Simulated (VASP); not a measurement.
# Al (C2/m) in VASP: a series of runs

Al is run at these levels: PBE+D3(BJ); tasks: single point.

All numbers are computed with VASP 6.6.1; they aren't measurements. Logs are shortened: lines on timing, memory, paths and dates and some standing lists are left out, and cuts for length are marked.

## Step 1: The cell of the first run

Symmetry: C2/m, No. 12, monoclinic system. The conventional cell has a = 4.878 Å, b = 2.816 Å, c = 4.878 Å, α = 90.00°, β = 109.47°, γ = 90.00°. Al (site symmetry m) has 12 Al at 2.55 to 3.15 Å within 3.4 Å.

## Step 2: Single point, PBE+D3(BJ) (atoms displaced along a vibrational mode)

File INCAR:

```
SYSTEM = Al
  PREC = Accurate
  ENCUT = 520
  EDIFF = 1E-6
  ISMEAR = 0
  SIGMA = 0.15
  LREAL = .False.
  LASPH = .True.
  NELM = 80
  ALGO = Fast
  ISIF = 2
  LWAVE = .False.
  LCHARG = .False.
  GGA = PE
  IVDW = 12
  NBANDS = 10
```

File KPOINTS:

```
regular mesh
0
Gamma
  24 24 24
  0 0 0
```

File POSCAR:

```
Al
1.0
    0.0000000000     -1.9913628294     -1.9913628294
   -1.9913628294      0.0000000000     -1.9913628294
    1.9913628294      1.9913628294     -3.9827256588
Al
2
Direct
    0.5538149928      0.5538149928      0.5000000000
   -0.0538149928     -0.0538149928      0.0000000000
```

Potentials or basis: VASP PAW PBE potentials, release 64 (Al).

On the command line:

```sh
$ cat potpaw_PBE.64/Al/POTCAR > POTCAR
$ mpirun -np 1 vasp_std > vasp.out
```

OUTCAR:

```text
SYSTEM = Al
   PREC = Accurate
   ENCUT = 520
   EDIFF = 1E-6
   ISMEAR = 0
   LREAL = .False.
   LASPH = .True.
   NELM = 80
   ISIF = 2
   GGA = PE
   IVDW = 12
 IVDW          = 12

 ion  position               nearest neighbor table
   1  0.554  0.554  0.500-   2 2.55   2 2.71   2 2.71   2 3.01   2 3.01   2 3.15
   2  0.946  0.946  0.000-   1 2.55   1 2.71   1 2.71   1 3.01   1 3.01   1 3.15

  LATTYP: Found a trigonal (rhomboedric) cell.
 ALAT       =     4.8778228248
 COS(alpha) =     0.8333333333

  Lattice vectors:

 A1 = (   1.9913628294,   3.9827256588,  -1.9913628294)
 A2 = (   3.9827256588,   1.9913628294,  -1.9913628294)
 A3 = (   1.9913628294,   1.9913628294,  -3.9827256588)

Analysis of symmetry for initial positions (statically):
=====================================================================
 Subroutine PRICEL returns:
 Original cell was already a primitive cell.

 Routine SETGRP: Setting up the symmetry group for a
 trigonal (rhombohedral) supercell.

 Subroutine GETGRP returns: Found  4 space group operations
 (whereof  2 operations were pure point group operations)
 out of a pool of 12 trial point group operations.

The static configuration has the point symmetry C_1h.
 The point group associated with its full space group is C_2h.

Analysis of symmetry for dynamics (positions and initial velocities):
=====================================================================
 Subroutine PRICEL returns:
 Original cell was already a primitive cell.

 Routine SETGRP: Setting up the symmetry group for a
 trigonal (rhombohedral) supercell.

 Subroutine GETGRP returns: Found  4 space group operations
 (whereof  2 operations were pure point group operations)
 out of a pool of 12 trial point group operations.

The dynamic configuration has the point symmetry C_1h.
 The point group associated with its full space group is C_2h.

 Subroutine INISYM returns: Found  4 space group operations
 (whereof  2 operations are pure point group operations),
 and found     1 'primitive' translations

----------------------------------------------------------------------------------------

                                     Primitive cell

  volume of cell :      31.5872

  direct lattice vectors                    reciprocal lattice vectors
     0.000000000 -1.991362829 -1.991362829     0.125542165 -0.376626494 -0.125542165
    -1.991362829  0.000000000 -1.991362829    -0.376626494  0.125542165 -0.125542165
     1.991362829  1.991362829 -3.982725659     0.125542165  0.125542165 -0.125542165

  length of vectors
[... 93 lines left out ...]
   NELECT =       6.0000    total number of electrons
   NUPDOWN=      -1.0000    fix difference up-down
   EMIN   =  10.00;   EMAX   =-10.00  energy-range for DOS
   EFERMI =   0.00;   METHOD = LEGACY
   ISMEAR =     0;   SIGMA  =   0.15  broadening in eV -4-tet -1-fermi 0-gaus
   EFERMI_NEDOS =   21; number of points for ismear=-14 and -15
   IALGO  =     68    algorithm
   IMIX   =      4    mixing-type and parameters
     AMIX     =   0.40;   BMIX     =  1.00
     AMIX_MAG =   1.60;   BMIX_MAG =  1.00
  volume/ion in A,a.u.               =      15.79       106.58
  Fermi-wavevector in a.u.,A,eV,Ry     =   0.941069  1.778363 12.049470  0.885611
  Thomas-Fermi vector in A             =   2.068543
   LORBIT       =      0    0 simple, 1 ext, 2 COOP (PROOUT), +10 PAW based schemes
   GGA     = PE    functional components
   LHFCALC =     F    Hartree Fock is set to
   AEXX    =    0.0000 exact exchange contribution
   IVDW    =    12    specifies the selected vdW correction
   LEPSILON=     F    determine dielectric tensor
   LRPA    =     F    only Hartree local field effects (RPA)
 non-spin polarized calculation
 RMM-DIIS sequential band-by-band and
 Gauss-broadening in eV      SIGMA  =   0.15
  energy-cutoff  :      520.00
  volume of cell :       31.59
 maximum number of plane-waves:       878
 NGX is ok and might be reduce to    24
   NGX = 11   NGY = 11   NGZ = 19

 number of electron       6.0000000 magnetization

 Free energy of the ion-electron system (eV)
  ---------------------------------------------------
  ext. energy  EPLUGINS =         0.00000000
  ---------------------------------------------------
  free energy    TOTEN  =        -7.33477146 eV

  energy without entropy =       -7.32547738  energy(sigma->0) =       -7.33012442

 E-fermi :   8.4519     XC(G=0): -10.3490

 val. band max:        8.4517375491   @ k =  -0.2500  -0.4583   0.0833
 cond. band min:       8.4521165924   @ k =  -0.1667   0.2917   0.1667
 fundamental gap:      0.0003790433
 Fermi energy:         8.4518584463

 k-point     1 :       0.0000    0.0000    0.0000
  band No.  band energies     occupation
      1      -2.9808      2.00000
      2       3.6649      2.00000
      3       4.0270      2.00000
      4      19.7684      0.00000
      5      20.1060      0.00000
      6      20.2304      0.00000
      7      20.3929      0.00000
      8      21.3275      0.00000
      9      21.5446      0.00000
     10      21.9806      0.00000
[... 287 lines left out ...]
 k-point    24 :       0.5000    0.0000    0.0000
  band No.  band energies     occupation
      1       3.2518      2.00000
      2       3.2983      2.00000
      3       7.3776      2.00000
      4       8.0093      1.99997
      5      11.8613      0.00000
      6      12.3542      0.00000
      7      16.0026      0.00000
      8      16.0186      0.00000
      9      16.9217      0.00000
     10      17.4103      0.00000

 [... further k-points ...]

------------------------ aborting loop because EDIFF is reached ----------------------------------------

 Edisp (eV)   -0.70417

 E8    (eV) :    -0.3151

  FORCE on cell =-STRESS in cart. coord.  units (eV):
  Direction    XX          YY          ZZ          XY          YZ          ZX
  --------------------------------------------------------------------------------------
  -------------------------------------------------------------------------------------
  Total       0.84166     0.84166    -0.12528     0.76781    -0.20914    -0.20914
  in kB      42.69116    42.69116    -6.35428    38.94510   -10.60806   -10.60806
  external pressure =       26.34 kB  Pullay stress =        0.00 kB

 VOLUME and BASIS-vectors are now :
 -----------------------------------------------------------------------------
  energy-cutoff  :      520.00
  volume of cell :       31.59
      direct lattice vectors                 reciprocal lattice vectors
     0.000000000 -1.991362829 -1.991362829     0.125542165 -0.376626494 -0.125542165
    -1.991362829  0.000000000 -1.991362829    -0.376626494  0.125542165 -0.125542165
     1.991362829  1.991362829 -3.982725659     0.125542165  0.125542165 -0.125542165

 POSITION                                       TOTAL-FORCE (eV/Angst)
 -----------------------------------------------------------------------------------
     -0.10717     -0.10717     -4.19706         0.352681      0.352681      0.268028
     -1.88420     -1.88420     -3.76840        -0.352681     -0.352681     -0.268028
 -----------------------------------------------------------------------------------
    total drift:                               -0.000000     -0.000000      0.000000

  FREE ENERGIE OF THE ION-ELECTRON SYSTEM (eV)
  ---------------------------------------------------
  free  energy   TOTEN  =        -8.0389443708 eV

  energy  without entropy=       -8.0296502829  energy(sigma->0) =       -8.03429733
```

OSZICAR:

```text
N       E                     dE             d eps       ncg     rms          rms(c)
DAV:   1     0.908610442530E-01    0.90861E-01   -0.21761E+03 72424   0.441E+02
DAV:   2    -0.720832293966E+01   -0.72992E+01   -0.70351E+01 94338   0.558E+01
DAV:   3    -0.737863031309E+01   -0.17031E+00   -0.16907E+00 94052   0.678E+00
DAV:   4    -0.737943140663E+01   -0.80109E-03   -0.80098E-03 87356   0.522E-01
DAV:   5    -0.737943822490E+01   -0.68183E-05   -0.68185E-05 87738   0.473E-02    0.199E+00
RMM:   6    -0.735336054249E+01    0.26078E-01   -0.20593E-03 73316   0.269E-01    0.117E+00
RMM:   7    -0.733481748966E+01    0.18543E-01   -0.61242E-03 75899   0.452E-01    0.149E-01
RMM:   8    -0.733477637070E+01    0.41119E-04   -0.34894E-04 79650   0.126E-01    0.664E-02
RMM:   9    -0.733477244182E+01    0.39289E-05   -0.58965E-05 82835   0.515E-02    0.662E-03
RMM:  10    -0.733477153416E+01    0.90766E-06   -0.13909E-05 85038   0.272E-02    0.140E-02
RMM:  11    -0.733477146499E+01    0.69177E-07   -0.33316E-06 84175   0.114E-02
   1 F= -.80389444E+01 E0= -.80342973E+01  d E =-.929409E-02
```

It took 8 min on 1 thread of AMD EPYC 9R45 (Zen 5), shared host; peak memory 0.92 GiB.

Results:

* Free energy: -8.0389 eV
* Pressure: 2.6 GPa
* Largest force: 0.566 eV/Å
* Band gap on the k mesh: zero (bands 3 and 4 overlap by 6.01 eV)
* Dispersion energy per atom: -0.352 eV

Forces on the atoms (eV/Å):
```
Al   0.353  0.353  0.268
Al  -0.353 -0.353 -0.268
```

Caveat: the cell differs from its parent crystal (atoms displaced along a vibrational mode).

## Step 3: Single point, PBE+D3(BJ) (atoms displaced along a vibrational mode)

File INCAR:

```
ALGO = Fast ; EDIFF = 1E-6
ENCUT = 520 ; GGA = PE
ISIF = 2 ; ISMEAR = 0
IVDW = 12 ; LASPH = T
LCHARG = F ; LREAL = F
LWAVE = F ; NBANDS = 10
NELM = 80 ; PREC = Accurate
SIGMA = 0.15
```

File KPOINTS:

```
k-points
0
Gamma
  24 24 24
```

File POSCAR:

```
Al
1.0
    0.0000000000     -1.9913628294     -1.9913628294
   -1.9913628294      0.0000000000     -1.9913628294
    1.9913628294      1.9913628294     -3.9827256588
Al
2
Direct
    0.5384392805      0.5384392805      0.5000000000
   -0.0384392805     -0.0384392805      0.0000000000
```

Potentials or basis: VASP PAW PBE potentials, release 64 (Al).

On the command line:

```sh
$ cat potpaw_PBE.64/Al/POTCAR > POTCAR
$ mpirun -np 1 vasp_std > vasp.out
```

Run time: 8.8 min. Hardware: 1 thread of AMD EPYC 9R45 (Zen 5), shared host; peak memory 0.92 GiB.

Results (log left out):

| Property | Result |
| --- | --- |
| Free energy | -8.1069 eV |
| Pressure | 1.4 GPa |
| Largest force | 0.405 eV/Å |
| Band gap on the k mesh | zero (bands 3 and 4 overlap by 6.02 eV) |
| Dispersion energy per atom | -0.352 eV |

Forces in eV/Å, atoms in the order of the input:
```
Al   0.216  0.216  0.266
Al  -0.216 -0.216 -0.266
```

Stress tensor (GPa, compression positive):
```
 2.27  2.12 -0.58
 2.12  2.27 -0.58
-0.58 -0.58 -0.40
```

Levels at points of the mesh, in eV from the Fermi level:
```tsv
k point	band 1	band 2	band 3	band 4	band 5	band 6	band 7
(0.00, 0.00, 0.00)	-11.44	-4.79	-4.44	11.52	11.65	11.80	11.82
(0.50, 0.00, 0.00)	-5.20	-5.17	-1.00	-0.55	3.52	3.88	7.43
(0.50, 0.50, 0.50)	-5.22	-5.15	-1.22	-0.32	3.37	4.07	7.24
(0.50, 0.50, 0.00)	-4.76	-4.47	-2.96	-1.72	5.22	5.80	5.89
(0.00, 0.50, 0.50)	-4.77	-4.45	-3.03	-1.64	5.29	5.73	5.90
(0.00, 0.00, 0.50)	-9.71	-9.70	3.47	3.50	11.15	11.31	11.39
```

Caveat: the cell differs from its parent crystal (atoms displaced along a vibrational mode).

## Step 4: Single point, PBE+D3(BJ) (atoms displaced along a vibrational mode)

File INCAR:

```
ALGO = Fast
EDIFF = 1E-6
ENCUT = 520
GGA = PE
ISIF = 2
ISMEAR = 0
IVDW = 12
LASPH = T
LCHARG = T
LELF = T
LREAL = F
LVHAR = T
LWAVE = F
NBANDS = 10
NELM = 100
PREC = Accurate
SIGMA = 0.15
```

KPOINTS is that of step 3.

File POSCAR:

```
Al
1.0
    0.0000000000     -1.9913628294     -1.9913628294
   -1.9913628294      0.0000000000     -1.9913628294
    1.9913628294      1.9913628294     -3.9827256588
Al
2
Direct
    0.5230635683      0.5230635683      0.5000000000
   -0.0230635683     -0.0230635683      0.0000000000
```

Potentials or basis: VASP PAW PBE potentials, release 64 (Al).

On the command line:

```sh
$ cat potpaw_PBE.64/Al/POTCAR > POTCAR
$ mpirun -np 1 vasp_std > vasp.out
```

OUTCAR:

```text
EDIFF = 1E-6
   ENCUT = 520
   GGA = PE
   ISIF = 2
   ISMEAR = 0
   IVDW = 12
   LASPH = T
   LREAL = F
   NELM = 100
   PREC = Accurate
 IVDW          = 12

 ion  position               nearest neighbor table
   1  0.523  0.523  0.500-   2 2.69   2 2.76   2 2.76   2 2.89   2 2.89   2 2.95
   2  0.977  0.977  0.000-   1 2.69   1 2.76   1 2.76   1 2.89   1 2.89   1 2.95

  LATTYP: Found a trigonal (rhomboedric) cell.
 ALAT       =     4.8778228248
 COS(alpha) =     0.8333333333

  Lattice vectors:

 A1 = (   1.9913628294,   3.9827256588,  -1.9913628294)
 A2 = (   3.9827256588,   1.9913628294,  -1.9913628294)
 A3 = (   1.9913628294,   1.9913628294,  -3.9827256588)

Analysis of symmetry for initial positions (statically):
=====================================================================
 Subroutine PRICEL returns:
 Original cell was already a primitive cell.

 Routine SETGRP: Setting up the symmetry group for a
 trigonal (rhombohedral) supercell.

 Subroutine GETGRP returns: Found  4 space group operations
 (whereof  2 operations were pure point group operations)
 out of a pool of 12 trial point group operations.
[... 175 lines left out ...]
  band No.  band energies     occupation
      1      -2.9770      2.00000
      2       3.6889      2.00000
      3       4.0253      2.00000
      4      20.1240      0.00000
      5      20.1812      0.00000
      6      20.1862      0.00000
      7      20.3223      0.00000
      8      21.3625      0.00000
      9      21.3728      0.00000
     10      21.4950      0.00000
[... 287 lines left out ...]
 k-point    24 :       0.5000    0.0000    0.0000
  band No.  band energies     occupation
      1       3.2702      2.00000
      2       3.2913      2.00000
      3       7.5491      2.00000
      4       7.8268      2.00000
      5      12.0999      0.00000
      6      12.3163      0.00000
      7      15.7997      0.00000
      8      15.8183      0.00000
      9      17.2897      0.00000
     10      17.4934      0.00000

 [... further k-points ...]

------------------------ aborting loop because EDIFF is reached ----------------------------------------

 Edisp (eV)   -0.70402

 E8    (eV) :    -0.3150

  FORCE on cell =-STRESS in cart. coord.  units (eV):
  Direction    XX          YY          ZZ          XY          YZ          ZX
  --------------------------------------------------------------------------------------
  -------------------------------------------------------------------------------------
  Total       0.15873     0.15873    -0.03730     0.16588    -0.05055    -0.05055
  in kB       8.05101     8.05101    -1.89211     8.41365    -2.56377    -2.56377
  external pressure =        4.74 kB  Pullay stress =        0.00 kB

 VOLUME and BASIS-vectors are now :
 -----------------------------------------------------------------------------
  energy-cutoff  :      520.00
  volume of cell :       31.59
      direct lattice vectors                 reciprocal lattice vectors
     0.000000000 -1.991362829 -1.991362829     0.125542165 -0.376626494 -0.125542165
    -1.991362829  0.000000000 -1.991362829    -0.376626494  0.125542165 -0.125542165
     1.991362829  1.991362829 -3.982725659     0.125542165  0.125542165 -0.125542165

 POSITION                                       TOTAL-FORCE (eV/Angst)
 -----------------------------------------------------------------------------------
     -0.04593     -0.04593     -4.07458         0.113922      0.113922      0.191432
     -1.94543     -1.94543     -3.89087        -0.113922     -0.113922     -0.191432
 -----------------------------------------------------------------------------------
    total drift:                                0.000000      0.000000     -0.000000

  FREE ENERGIE OF THE ION-ELECTRON SYSTEM (eV)
  ---------------------------------------------------
  free  energy   TOTEN  =        -8.1554359514 eV

  energy  without entropy=       -8.1459023106  energy(sigma->0) =       -8.15066913
```

OSZICAR:

```text
N       E                     dE             d eps       ncg     rms          rms(c)
DAV:   1    -0.111536600072E+00   -0.11154E+00   -0.21669E+03 72632   0.438E+02
DAV:   2    -0.732765852907E+01   -0.72161E+01   -0.69460E+01 94840   0.556E+01
DAV:   3    -0.749688635342E+01   -0.16923E+00   -0.16777E+00 93310   0.671E+00
DAV:   4    -0.749767896398E+01   -0.79261E-03   -0.79252E-03 87790   0.520E-01
DAV:   5    -0.749768566167E+01   -0.66977E-05   -0.66983E-05 87500   0.463E-02    0.196E+00
RMM:   6    -0.747088574138E+01    0.26800E-01   -0.21704E-03 73272   0.283E-01    0.115E+00
RMM:   7    -0.745144774384E+01    0.19438E-01   -0.66455E-03 75674   0.476E-01    0.156E-01
RMM:   8    -0.745141608144E+01    0.31662E-04   -0.32396E-04 79173   0.123E-01    0.190E-02
RMM:   9    -0.745141866400E+01   -0.25826E-05   -0.47737E-05 82231   0.488E-02    0.184E-02
RMM:  10    -0.745141898178E+01   -0.31778E-06   -0.96098E-06 84325   0.213E-02
   1 F= -.81554360E+01 E0= -.81506691E+01  d E =-.953364E-02
```

stdout:

```text
POSCAR found type information on POSCAR Al
 POSCAR found :  1 types and       2 ions
 scaLAPACK will be used
 LDA part: xc-table for (Slater+PW92), standard interpolation
 POSCAR, INCAR and KPOINTS ok, starting setup
 FFT: planning ... GRIDC
 FFT: planning ... GRID_SOFT
 FFT: planning ... GRID
 WAVECAR not read
 entering main loop
```

Wall time 8.2 min (1 thread of AMD EPYC 9R45 (Zen 5), shared host); peak memory 0.92 GiB.

Results:

```yaml
Free_energy: -8.1554 eV
Pressure: 0.5 GPa
Largest_force: 0.250 eV/Å
Band_gap_on_the_k_mesh: zero (bands 3 and 4 overlap by 6.04 eV)
Dispersion_energy_per_atom: -0.352 eV
```

Forces on the atoms (eV/Å):
```
Al   0.114  0.114  0.191
Al  -0.114 -0.114 -0.191
```

Levels at points of the mesh, in eV from the Fermi level:
```csv
k point,band 1,band 2,band 3,band 4,band 5,band 6,band 7,band 8
"(0.00, 0.00, 0.00)",-11.45,-4.79,-4.45,11.65,11.71,11.71,11.85,12.89
"(0.50, 0.00, 0.00)",-5.20,-5.18,-0.92,-0.65,3.63,3.84,7.33,7.34
"(0.50, 0.50, 0.50)",-5.21,-5.17,-1.06,-0.51,3.53,3.96,7.25,7.30
"(0.50, 0.50, 0.00)",-4.78,-4.46,-3.02,-1.66,5.24,5.79,5.83,9.42
"(0.00, 0.50, 0.50)",-4.78,-4.45,-3.04,-1.63,5.27,5.76,5.83,9.24
"(0.00, 0.00, 0.50)",-9.71,-9.71,3.50,3.51,11.17,11.26,11.27,11.35
```

Caveat: the cell differs from its parent crystal (atoms displaced along a vibrational mode).

## Step 5: Summary

```tsv
cell	gap on the mesh (eV)	pressure (GPa)	largest force (eV/Å)
as given, atomic positions A	none	2.6	0.57
as given, atomic positions B	none	1.4	0.40
as given, atomic positions C	none	0.5	0.25
```

Alike in all rows: task single point; level PBE+D3(BJ); potentials or basis VASP PAW PBE potentials, release 64 (Al); no spin polarisation; k mesh 24 × 24 × 24; cutoff (eV) 520; smearing gaussian 0.15 eV.

Absolute energies hang on the potentials; compare differences alone.
